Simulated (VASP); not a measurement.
## BN: relaxation of cell and atoms with PBE

Crystal: BN.

```
B N
1.0
     0.00000    1.74506    1.74506
     1.74506    0.00000    1.74506
     1.74506    1.74506    0.00000
B N
1 1
Direct
  0.00000 0.00000 0.00000
  0.25000 0.25000 0.25000
```

```
Program                : VASP 6.6.1
Task                   : relaxation of cell and atoms
Functional             : PBE
Potentials or basis    : VASP PAW PBE potentials, release 64 (B, N)
Cutoff                 : 600 eV
k mesh                 : 10 × 10 × 10
Occupations            : gaussian, width 0.1 eV
Spin                   : no spin polarisation
Target pressure        : 51.9 GPa
Dipole correction      : no
Further INCAR settings : ALGO = Normal; EDIFF = 1e-07; IBRION = 2; EDIFFG = -0.05; NSW = 80; ISIF = 3
```

* Pressure after relaxing: 52.2 GPa
* Band gap on the k mesh: 4.56 eV (least direct gap 9.32 eV)

Final structure:
```xyz
2
Lattice="0.0000 1.7451 1.7451 1.7451 0.0000 1.7451 1.7451 1.7451 0.0000" Properties=species:S:1:pos:R:3 pbc="T T T"
B     0.0000    0.0000    0.0000
N     0.8725    0.8725    0.8725
```

Levels at points of the mesh, in eV from the valence-band top:
```tsv
k point	band 1	band 2	band 3	band 4	band 5	band 6	band 7	band 8
(0.00, 0.00, 0.00)	-21.48	0.00	0.00	0.00	9.32	9.32	9.32	12.12
(0.50, 0.00, 0.00)	-16.75	-11.70	-2.15	-2.15	11.29	11.29	11.57	16.34
(0.50, 0.50, 0.00)	-15.23	-9.64	-5.45	-5.45	4.56	9.82	19.60	19.60
```

Wall time 2.5 s on 1 thread of Intel(R) Xeon(R) 6975P-C (Granite Rapids) (shared host), peak memory 0.12 GiB.

Caveat: the relaxation stopped at its first step, so nothing moved; the cell is relaxed towards a set pressure, so the run minimises the enthalpy, not the energy. A k mesh can miss the band edges.
